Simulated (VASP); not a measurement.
**MgS: single point with r2SCAN**

Crystal: MgS.

```
CELL_PARAMETERS angstrom
4.02863 0.00000 0.00000
-2.01431 3.48889 0.00000
0.00000 0.00000 6.45439
ATOMIC_POSITIONS crystal
Mg 0.33333 0.66667 0.99713
Mg 0.66667 0.33333 0.49713
S 0.33333 0.66667 0.37787
S 0.66667 0.33333 0.87787
```

- Program: VASP 6.6.1
- Task: single point
- Functional: r2SCAN
- Potentials or basis: VASP PAW PBE potentials, release 64 (Mg, S)
- Cutoff: 520 eV
- k mesh: 6 × 6 × 4
- Occupations: gaussian, width 0.01 eV
- Spin: no spin polarisation

```
Pressure               : -0.3 GPa
Band gap on the k mesh : 4.13 eV
```

Forces on the atoms (eV/Å):
```
Mg   0.000  0.000  0.003
Mg   0.000  0.000  0.003
S    0.000  0.000 -0.003
S    0.000  0.000 -0.003
```

Levels at points of the mesh, in eV from the valence-band top:
| k point | band 5 | band 6 | band 7 | band 8 | band 9 | band 10 | band 11 | band 12 |
| --- | --- | --- | --- | --- | --- | --- | --- | --- |
| (0.00, 0.00, 0.00) | -0.53 | -0.12 | -0.12 | 0.00 | 4.13 | 5.41 | 8.14 | 8.14 |
| (0.50, 0.00, 0.00) | -1.87 | -1.22 | -0.92 | -0.44 | 5.30 | 5.70 | 6.46 | 8.09 |
| (0.00, 0.00, 0.50) | -0.33 | -0.33 | -0.33 | -0.33 | 5.61 | 5.61 | 8.28 | 8.28 |
| (0.50, 0.00, 0.50) | -0.86 | -0.86 | -0.80 | -0.80 | 5.19 | 5.19 | 6.93 | 6.93 |

It took 2 min on 1 thread of Intel(R) Xeon(R) Platinum 8375C CPU @ 2.90GHz (Ice Lake), on a shared host, peak memory 0.21 GiB.

Caveat: the PAW data sets were made with another functional, which shifts forces and pressure a little.
